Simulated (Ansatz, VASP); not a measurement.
# One calculation of Ca, two programs

```
Ca
1.0
     0.00000    2.85008    2.79420
     2.85008    0.00000    2.79420
     2.85008    2.85008    0.00000
Ca
1
Direct
  0.00000 0.00000 0.00000
```

Alike in both runs: task single point; functional PBE; k mesh 7 × 7 × 7; occupations fermi-dirac, width 0.05 eV; no spin polarisation.

```csv
,VASP,Ansatz
version,VASP 6.6.1,Ansatz 0.2.0
potentials or method,"VASP PAW PBE potentials, release 64 (Ca_sv)",Ansatz PAW
plane-wave cutoff (eV),520,420
valence electrons in the cell,10,10
```

|  | VASP | Ansatz | Ansatz less VASP |
| --- | --- | --- | --- |
| gap on the k mesh at the Fermi level (eV) | none | none | - |
| pressure (GPa) | -1.1 | -1.1 | -0.02 |
| traceless stress, the component that is largest in VASP (GPa) | 0.13 | 0.12 | -0.001 |

A gap of «none» marks a metal or a gap that the smearing closes. The functional is the same, so the differences come from potentials, cutoffs and numerics.
